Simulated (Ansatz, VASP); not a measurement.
## BaTe: VASP beside Ansatz

```
Ba Te
1.0
     0.00000    3.47137    3.47137
     3.47137    0.00000    3.47137
     3.47137    3.47137    0.00000
Ba Te
1 1
Direct
  0.00000 0.00000 0.00000
  0.50000 0.50000 0.50000
```

Alike in both runs: functional PBEsol; k mesh 10 × 10 × 10; occupations fermi-dirac, width 0.05 eV; no spin polarisation.

Ansatz relaxed the structure, and its values are those at the end. VASP's run is a single point on that final structure, the one shown.

|  | VASP | Ansatz |
| --- | --- | --- |
| version | VASP 6.6.1 | Ansatz 0.2.0 |
| potentials or method | VASP PAW PBE potentials, release 64 (Ba_sv, Te) | PAW with Ansatz's default frozen-core files, scalar-relativistic |
| plane-wave cutoff (eV) | 520 | 420 |
| valence electrons in the cell | 16 | 26 |

Ansatz gave:

- pressure (GPa): 0.0

Question: Which values does VASP return?

Answer: Pressure (GPa): 0.4.

VASP's potentials were made for PBE, not for PBEsol. VASP's potentials hold 16 valence electrons a cell and Ansatz's 26, so a difference there can come from the potentials and not from the codes.

Neither program's run includes spin-orbit coupling.
